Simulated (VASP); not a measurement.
# PbS (R3m) in VASP: a series of runs

PbS is run at these levels: r2SCAN; tasks: single point.

All numbers are computed with VASP 6.6.1; they aren't measurements. Logs are shortened: lines on timing, memory, paths and dates and some standing lists are left out, and cuts for length are marked.

## Step 1: The cell of the first run

The structure is trigonal, space group R3m (No. 160). Conventional cell: a = 4.125 Å, b = 4.125 Å, c = 10.353 Å, α = 90.00°, β = 90.00°, γ = 120.00°. Within 3.9 Å of Pb (site symmetry 3m) lie 6 S at 2.94 to 2.95 Å. S (site symmetry 3m) has 6 Pb at 2.94 to 2.95 Å within 3.9 Å.

## Step 2: Single point, r2SCAN

The input, POSCAR:

```
PbS
1.0
    2.0627000000      1.1909004002      3.4508715040
   -2.0627000000      1.1909004002      3.4508715040
    0.0000000000     -2.3818008005      3.4508715040
Pb S
1 1
Direct
    0.9781509158      0.9781509158      0.9781509158
    0.4774504142      0.4774504142      0.4774504142
```

The input, INCAR.step1:

```
PREC = Accurate
ENCUT = 520
ISMEAR = 0
SIGMA = 0.05
LREAL = False
LASPH = True
NELM = 60
NBANDS = 17
GGA = PE
ALGO = Normal
EDIFF = 1E-4
LWAVE = True
LCHARG = False
```

The input, INCAR.step2:

```
PREC = Accurate
ENCUT = 520
EDIFF = 1E-6
ISMEAR = 0
SIGMA = 0.05
LREAL = False
LASPH = True
NELM = 60
ALGO = Normal
ISIF = 2
LWAVE = False
LCHARG = False
METAGGA = R2SCAN
LMIXTAU = True
NBANDS = 17
ISTART = 1
```

The input, KPOINTS:

```
regular mesh
0
Gamma
  9 9 9
```

Potentials or basis: VASP PAW PBE potentials, release 64 (Pb_d, S).

Command:

```
> cat potpaw_PBE.64/Pb_d/POTCAR potpaw_PBE.64/S/POTCAR > POTCAR
> cp INCAR.step1 INCAR
> mpirun -np 1 vasp_std > vasp.out
> cp INCAR.step2 INCAR
> mpirun -np 1 vasp_std > vasp.out
```

OUTCAR:

```text
PREC = Accurate
   ENCUT = 520
   EDIFF = 1E-6
   ISMEAR = 0
   LREAL = False
   LASPH = True
   NELM = 60
   ISIF = 2
   METAGGA = R2SCAN
   ISTART = 1

 ion  position               nearest neighbor table
   1  0.978  0.978  0.978-   2 2.94   2 2.94   2 2.94   2 2.95   2 2.95   2 2.95
   2  0.477  0.477  0.477-   1 2.94   1 2.94   1 2.94   1 2.95   1 2.95   1 2.95

  LATTYP: Found a trigonal (rhomboedric) cell.
 ALAT       =     4.1930286417
 COS(alpha) =     0.5159987594

  Lattice vectors:

 A1 = (   2.0627000000,   1.1909004002,   3.4508715040)
 A2 = (  -2.0627000000,   1.1909004002,   3.4508715040)
 A3 = (   0.0000000000,  -2.3818008005,   3.4508715040)

Analysis of symmetry for initial positions (statically):
=====================================================================
 Subroutine PRICEL returns:
 Original cell was already a primitive cell.

 Routine SETGRP: Setting up the symmetry group for a
 trigonal (rhombohedral) supercell.

 Subroutine GETGRP returns: Found  6 space group operations
 (whereof  6 operations were pure point group operations)
 out of a pool of 12 trial point group operations.

The static configuration has the point symmetry C_3v.

Analysis of symmetry for dynamics (positions and initial velocities):
=====================================================================
 Subroutine PRICEL returns:
 Original cell was already a primitive cell.

 Routine SETGRP: Setting up the symmetry group for a
 trigonal (rhombohedral) supercell.

 Subroutine GETGRP returns: Found  6 space group operations
 (whereof  6 operations were pure point group operations)
 out of a pool of 12 trial point group operations.

The dynamic configuration has the point symmetry C_3v.

 Subroutine INISYM returns: Found  6 space group operations
 (whereof  6 operations are pure point group operations),
 and found     1 'primitive' translations

----------------------------------------------------------------------------------------

                                     Primitive cell

  volume of cell :      50.8618

  direct lattice vectors                    reciprocal lattice vectors
     2.062700000  1.190900400  3.450871504     0.242400737  0.139950131  0.096593957
    -2.062700000  1.190900400  3.450871504    -0.242400737  0.139950131  0.096593957
     0.000000000 -2.381800801  3.450871504     0.000000000 -0.279900261  0.096593957

  length of vectors
     4.193028642  4.193028642  4.193028642     0.296098884  0.296098884  0.296098884

  position of ions in fractional coordinates (direct lattice)
     0.978150916  0.978150916  0.978150916
     0.477450414  0.477450414  0.477450414

  ion indices of the primitive-cell ions
   primitive index   ion index
                 1           1
                 2           2

----------------------------------------------------------------------------------------

 KPOINTS: regular mesh

Automatic generation of k-mesh.
 Grid dimensions read from file:
 generate k-points for:    9    9    9

 Generating k-lattice:

  Cartesian coordinates                     Fractional coordinates (reciprocal lattice)
     0.026933415  0.015550015  0.010732662     0.111111111  0.000000000  0.000000000
    -0.026933415  0.015550015  0.010732662     0.000000000  0.111111111  0.000000000
     0.000000000 -0.031100029  0.010732662     0.000000000  0.000000000  0.111111111

  Length of vectors
     0.032899876  0.032899876  0.032899876

  Shift w.r.t. Gamma in fractional coordinates (k-lattice)
     0.000000000  0.000000000  0.000000000

 Subroutine IBZKPT returns following result:
 ===========================================

 Found     85 irreducible k-points:

 Following reciprocal coordinates:
            Coordinates               Weight
  0.000000  0.000000  0.000000      1.000000
  0.111111  0.000000  0.000000      6.000000
  0.222222  0.000000  0.000000      6.000000
  0.333333 -0.000000  0.000000      6.000000
  0.444444  0.000000  0.000000      6.000000
  0.111111  0.111111  0.000000      6.000000
[... 16 lines left out ...]
 -0.333333  0.333333  0.000000      6.000000
  0.444444  0.444444  0.000000      6.000000
 [... further k-points ...]
   k-points           NKPTS =     85   k-points in BZ     NKDIM =     85   number of bands    NBANDS=     17
   number of dos      NEDOS =    301   number of ions     NIONS =      2
   total plane-waves  NPLWV =  32768
   dimension x,y,z NGX =    32 NGY =   32 NGZ =   32
   dimension x,y,z NGXF=    64 NGYF=   64 NGZF=   64
   ions per type =               1   1
   NGX,Y,Z   is equivalent  to a cutoff of  12.69, 12.69, 12.69 a.u.
   NGXF,Y,Z  is equivalent  to a cutoff of  25.37, 25.37, 25.37 a.u.
 SYSTEM =  unknown system
   PREC   = accura    normal or accurate (medium, high low for compatibility)
   ISTART =      1    job   : 0-new  1-cont  2-samecut
   ICHARG =      0    charge: 1-file 2-atom 10-const
   ISPIN  =      1    spin polarized calculation?
   LNONCOLLINEAR =      F non collinear calculations
   LSORBIT =      F    spin-orbit coupling
   LASPH  =      T    aspherical Exc in radial PAW
   ENCUT  =  520.0 eV  38.22 Ry    6.18 a.u.   7.80  7.80  7.80*2*pi/ulx,y,z
   NELM   =     60;   NELMIN=  2; NELMDL=  0     # of ELM steps
   EDIFF  = 0.1E-05   stopping-criterion for ELM
   LREAL  =      F    real-space projection
   EDIFFG = 0.1E-04   stopping-criterion for IOM
   NSW    =      0    number of steps for IOM
   IBRION =     -1    ionic relax: 0-MD 1-quasi-New 2-CG
   NFREE  =      0    steps in history (QN), initial steepest desc. (CG)
   ISIF   =      2    stress and relaxation
   ISYM   =      2    0-nonsym 1-usesym 2-fastsym
   POTIM  = 0.5000    time-step for ionic-motion
   TEBEG  =    0.0;   TEEND  =   0.0 temperature during run
   PSTRESS=    0.0 pullay stress
   NELECT =      20.0000    total number of electrons
   NUPDOWN=      -1.0000    fix difference up-down
   EMIN   =  10.00;   EMAX   =-10.00  energy-range for DOS
   EFERMI =   0.00;   METHOD = LEGACY
   ISMEAR =     0;   SIGMA  =   0.05  broadening in eV -4-tet -1-fermi 0-gaus
   EFERMI_NEDOS =   21; number of points for ismear=-14 and -15
   IALGO  =     38    algorithm
   IMIX   =      4    mixing-type and parameters
     AMIX     =   0.40;   BMIX     =  1.00
     AMIX_MAG =   1.60;   BMIX_MAG =  1.00
  volume/ion in A,a.u.               =      25.43       171.62
  Fermi-wavevector in a.u.,A,eV,Ry     =   1.199373  2.266487 19.571925  1.438496
  Thomas-Fermi vector in A             =   2.335237
   LORBIT       =      0    0 simple, 1 ext, 2 COOP (PROOUT), +10 PAW based schemes
   METAGGA = R2SCAN    functional components
   LHFCALC =     F    Hartree Fock is set to
   AEXX    =    0.0000 exact exchange contribution
   IVDW    =     0    specifies the selected vdW correction
   LEPSILON=     F    determine dielectric tensor
   LRPA    =     F    only Hartree local field effects (RPA)
 non-spin polarized calculation
 Gauss-broadening in eV      SIGMA  =   0.05
  energy-cutoff  :      520.00
  volume of cell :       50.86
 maximum number of plane-waves:      1387
   NGX = 15   NGY = 15   NGZ = 15

 number of electron      20.0000002 magnetization

 Free energy of the ion-electron system (eV)
  ---------------------------------------------------
  ext. energy  EPLUGINS =         0.00000000
  ---------------------------------------------------
  free energy    TOTEN  =       -65.58684555 eV

  energy without entropy =      -65.58684555  energy(sigma->0) =      -65.58684555

 E-fermi :   6.2872     XC(G=0): -10.3855

 val. band max:        6.0193697606   @ k =   0.4444   0.4444   0.4444
 cond. band min:       6.7636574633   @ k =   0.4444   0.0000   0.0000
 fundamental gap:      0.7442877027
 Fermi energy:         6.2871995457

 k-point     1 :       0.0000    0.0000    0.0000
  band No.  band energies     occupation
      1     -11.4555      2.00000
      2     -11.4555      2.00000
      3     -11.4511      2.00000
      4     -11.4353      2.00000
      5     -11.4353      2.00000
      6      -8.4110      2.00000
[... 9 lines left out ...]
     16      13.2263      0.00000
     17      15.0569      0.00000

 k-point     2 :       0.1111    0.0000    0.0000
  band No.  band energies     occupation
      1     -11.4562      2.00000
      2     -11.4494      2.00000
      3     -11.4482      2.00000
      4     -11.4393      2.00000
      5     -11.4359      2.00000
      6      -8.2977      2.00000
[... 9 lines left out ...]
     16      13.5581      0.00000
     17      16.1781      0.00000

 k-point     3 :       0.2222    0.0000    0.0000
  band No.  band energies     occupation
      1     -11.4621      2.00000
      2     -11.4508      2.00000
      3     -11.4489      2.00000
      4     -11.4324      2.00000
      5     -11.4257      2.00000
      6      -7.9770      2.00000
[... 9 lines left out ...]
     16      14.3062      0.00000
     17      18.1378      0.00000

 k-point     4 :       0.3333   -0.0000    0.0000
  band No.  band energies     occupation
      1     -11.4735      2.00000
      2     -11.4627      2.00000
      3     -11.4500      2.00000
      4     -11.4142      2.00000
      5     -11.4095      2.00000
      6      -7.5257      2.00000
[... 9 lines left out ...]
     16      15.3979      0.00000
     17      19.0846      0.00000
[... 343 lines left out ...]
      1     -11.5865      2.00000
      2     -11.4598      2.00000
      3     -11.4308      2.00000
      4     -11.4046      2.00000
      5     -11.3902      2.00000
      6      -6.6392      2.00000
[... 9 lines left out ...]
     16      17.5804      0.00000
     17      19.1929      0.00000

 k-point    23 :      -0.3333    0.3333    0.0000
  band No.  band energies     occupation
      1     -11.5533      2.00000
      2     -11.4456      2.00000
      3     -11.4407      2.00000
      4     -11.4185      2.00000
      5     -11.3983      2.00000
      6      -6.6832      2.00000
[... 9 lines left out ...]
     16      16.7491      0.00000
     17      18.7036      0.00000

 k-point    24 :       0.4444    0.4444    0.0000
  band No.  band energies     occupation
      1     -11.6278      2.00000
      2     -11.4799      2.00000
      3     -11.4101      2.00000
      4     -11.3893      2.00000
      5     -11.3849      2.00000
      6      -6.6545      2.00000
[... 9 lines left out ...]
     16      18.7313      0.00000
     17      18.8364      0.00000

 [... further k-points ...]
[... 5 lines left out ...]
  --------------------------------------------------------------------------------------
  -------------------------------------------------------------------------------------
  Total        1.0457364      1.0457364      0.7304524      0.0000000     -0.0000000      0.0000000
  in kB       32.9413412     32.9413412     23.0097007      0.0000000     -0.0000000      0.0000000
  external PRESSURE =      29.6307944 kB  Pullay stress =       0.0000000 kB

 VOLUME and BASIS-vectors are now :
 -----------------------------------------------------------------------------
  energy-cutoff  :      520.00
  volume of cell :       50.86
      direct lattice vectors                 reciprocal lattice vectors
     2.062700000  1.190900400  3.450871504     0.242400737  0.139950131  0.096593957
    -2.062700000  1.190900400  3.450871504    -0.242400737  0.139950131  0.096593957
     0.000000000 -2.381800801  3.450871504     0.000000000 -0.279900261  0.096593957

 POSITION                                       TOTAL-FORCE (eV/Angst)
 -----------------------------------------------------------------------------------
      0.00000     -0.00000     10.12642         0.000000      0.000000     -0.004103
      0.00000     -0.00000      4.94286         0.000000     -0.000000      0.004103
 -----------------------------------------------------------------------------------
    total drift:                                0.000000      0.000000     -0.000018

  FREE ENERGIE OF THE ION-ELECTRON SYSTEM (eV)
  ---------------------------------------------------
  free  energy   TOTEN  =       -65.5868455535 eV

  energy  without entropy=      -65.5868455535  energy(sigma->0) =      -65.58684555
```

It took 85 s on 1 thread of Intel Xeon 6975P-C (Granite Rapids), shared host; peak memory 0.23 GiB.

What came out:

- Free energy: -65.5868 eV
- Pressure: 3.0 GPa
- Largest force: 0.004 eV/Å

Forces in eV/Å, atoms in the order of the input:
```
Pb   0.000  0.000 -0.004
S    0.000  0.000  0.004
```

Levels at points of the mesh, in eV from the Fermi level:
```tsv
k point	band 8	band 9	band 10	band 11	band 12	band 13
(0.00, 0.00, 0.00)	-2.84	-2.64	-2.64	5.39	5.39	5.41
```

Caveat: this odd mesh misses L, so gap, dielectric constants and Born charges aren't listed; the PAW data sets were made with another functional, which shifts forces and pressure a little; spin-orbit coupling is left out, which moves the levels of the heavy elements.

## Step 3: Single point, r2SCAN

This run uses another cell than the first one, of 25.59 Å³/atom.

The input, POSCAR:

```
PbS
1.0
    2.1119725129      1.2193478988      3.3128333333
   -2.1119725129      1.2193478988      3.3128333333
    0.0000000000     -2.4386957977      3.3128333333
Pb S
1 1
Direct
    0.9781509158      0.9781509158      0.9781509158
    0.4774504142      0.4774504142      0.4774504142
```

The input, INCAR.step1:

```
  PREC = Accurate
  ENCUT = 520
  ISMEAR = 0
  SIGMA = 0.05
  LREAL = F
  LASPH = T
  NELM = 60
  NBANDS = 17
  GGA = PE
  ALGO = Normal
  EDIFF = 1E-4
  LWAVE = T
  LCHARG = F
```

The input, INCAR.step2:

```
  PREC = Accurate
  ENCUT = 520
  EDIFF = 1E-7
  ISMEAR = 0
  SIGMA = 0.05
  LREAL = F
  LASPH = T
  NELM = 60
  ALGO = Normal
  ISIF = 2
  LWAVE = F
  LCHARG = F
  METAGGA = R2SCAN
  LMIXTAU = T
  NBANDS = 17
  ISTART = 1
```

KPOINTS is that of step 2.

Potentials or basis: VASP PAW PBE potentials, release 64 (Pb_d, S).

Command:

```
> cat potpaw_PBE.64/Pb_d/POTCAR potpaw_PBE.64/S/POTCAR > POTCAR
> cp INCAR.step1 INCAR
> mpirun -np 1 vasp_std > vasp.out
> cp INCAR.step2 INCAR
> mpirun -np 1 vasp_std > vasp.out
```

OUTCAR:

```text
PREC = Accurate
   ENCUT = 520
   EDIFF = 1E-7
   ISMEAR = 0
   LREAL = F
   LASPH = T
   NELM = 60
   ISIF = 2
   METAGGA = R2SCAN
   ISTART = 1

 ion  position               nearest neighbor table
   1  0.978  0.978  0.978-   2 2.94   2 2.94   2 2.94   2 2.95   2 2.95   2 2.95
   2  0.477  0.477  0.477-   1 2.94   1 2.94   1 2.94   1 2.95   1 2.95   1 2.95

  LATTYP: Found a trigonal (rhomboedric) cell.
 ALAT       =     4.1136482455
 COS(alpha) =     0.4728281481

[... 191 lines left out ...]
      3     -11.5336      2.00000
      4     -11.5107      2.00000
      5     -11.5107      2.00000
      6      -8.4338      2.00000
[... 457 lines left out ...]
      4     -11.4709      2.00000
      5     -11.4639      2.00000
      6      -6.7054      2.00000
[... 9 lines left out ...]
     16      18.5814      0.00000
     17      18.7380      0.00000

 [... further k-points ...]
[... 5 lines left out ...]
  --------------------------------------------------------------------------------------
  -------------------------------------------------------------------------------------
  Total        0.6386975      0.6386975      1.1149641      0.0000000     -0.0000000      0.0000000
  in kB       19.9912079     19.9912079     34.8983367      0.0000000     -0.0000000      0.0000000
  external PRESSURE =      24.9602509 kB  Pullay stress =       0.0000000 kB

 VOLUME and BASIS-vectors are now :
 -----------------------------------------------------------------------------
  energy-cutoff  :      520.00
  volume of cell :       51.19
      direct lattice vectors                 reciprocal lattice vectors
     2.111972513  1.219347899  3.312833333     0.236745505  0.136685081  0.100618806
    -2.111972513  1.219347899  3.312833333    -0.236745505  0.136685081  0.100618806
     0.000000000 -2.438695798  3.312833333     0.000000000 -0.273370163  0.100618806

 POSITION                                       TOTAL-FORCE (eV/Angst)
 -----------------------------------------------------------------------------------
      0.00000     -0.00000      9.72135         0.000000      0.000000     -0.005859
      0.00000     -0.00000      4.74514         0.000000     -0.000000      0.005859
 -----------------------------------------------------------------------------------
    total drift:                                0.000000      0.000000      0.000159

  FREE ENERGIE OF THE ION-ELECTRON SYSTEM (eV)
  ---------------------------------------------------
  free  energy   TOTEN  =       -65.5885795008 eV

  energy  without entropy=      -65.5885795008  energy(sigma->0) =      -65.58857950
```

It took 93 s on 1 thread of Intel Xeon 6975P-C (Granite Rapids), shared host; peak memory 0.23 GiB.

What came out:

```
Free energy   : -65.5886 eV
Pressure      : 2.5 GPa
Largest force : 0.006 eV/Å
```

Forces on the atoms (eV/Å):
```
Pb   0.000  0.000 -0.006
S    0.000  0.000  0.006
```

Stress tensor (GPa, compression positive):
```
2.00 0.00 0.00
0.00 2.00 0.00
0.00 0.00 3.49
```

Caveat: this odd mesh misses L, so gap, dielectric constants and Born charges aren't listed; the PAW data sets were made with another functional, which shifts forces and pressure a little; spin-orbit coupling is left out, which moves the levels of the heavy elements.
